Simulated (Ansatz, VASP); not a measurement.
Li in VASP and in Ansatz

```
Li
1.0
     4.96121    0.00000    0.00000
    -2.48060    4.29653    0.00000
     0.00000    0.00000    3.04122
Li
3
Direct
  0.00000 0.00000 0.00000
  0.33333 0.66667 0.50000
  0.66667 0.33333 0.50000
```

Alike in both runs: task relaxation of cell and atoms; functional revPBE; k mesh 7 × 7 × 10; occupations fermi-dirac, width 0.1 eV; no spin polarisation.

|  | VASP | Ansatz |
| --- | --- | --- |
| version | VASP 6.6.1 | Ansatz 0.2.0 |
| potentials or method | VASP PAW PBE potentials, release 64 (Li_sv), cutoff 600 eV | plane waves (420 eV) with PAW, scalar-relativistic |
| valence electrons in the cell | 9 | 9 |

Ansatz gave:

```
relaxed volume (Å³/atom)                                        : 21.17
relaxed length of the cell vector where the two differ most in proportion (Å) : 5.000
```

Question: What did VASP give for the same quantities?

Answer: Relaxed volume (Å³/atom): 20.82; relaxed length of the cell vector where the two differ most in proportion (Å): 4.972.

VASP's potentials were made for PBE, not for revPBE.

Noted on VASP's run: the cutoff is under 1.25 times that of the potentials, so the pressure is a little rough.
